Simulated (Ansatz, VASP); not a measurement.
# One calculation of PtSeS3, two programs

```
Pt Se S
1.0
     3.89336    0.00000    0.00000
     0.00000    3.89336    0.00000
     0.00000    0.00000    7.45806
Pt Se S
1 1 3
Direct
  0.50000 0.50000 0.69157
  0.00000 0.00000 0.02631
  0.00000 0.50000 0.52104
  0.50000 0.50000 0.01262
  0.50000 0.00000 0.52104
```

Change from the starting cell: species swapped into the PrBPt3 type (P4mm, No. 99).

Alike in both runs: functional PBE; k mesh 4 × 4 × 4; occupations gaussian, width 0.1 eV; no spin polarisation.

Ansatz relaxed the structure, and its values are those at the end. VASP's run is a single point on that final structure, the one shown.

|  | VASP | Ansatz |
| --- | --- | --- |
| version | VASP 6.6.1 | Ansatz 0.2.0 |
| potentials or method | VASP PAW PBE potentials, release 64 (Pt, Se, S), cutoff 520 eV | scalar-relativistic, plane waves, PAW |
| valence electrons in the cell | 34 | 52 |

```csv
,VASP,Ansatz,Ansatz less VASP
gap on the k mesh at the Fermi level (eV),none,none,-
pressure (GPa),0.0,0.2,+0.16
rms of the force components (eV/Å),0.010,0.011,+0.0019
```

A gap of «none» marks a metal or a gap that the smearing closes. VASP's potentials hold 34 valence electrons a cell and Ansatz's 52, so a difference there can come from the potentials and not from the codes.

The k mesh is coarse, so the values compare programs but aren't converged. Spin-orbit coupling is off throughout.
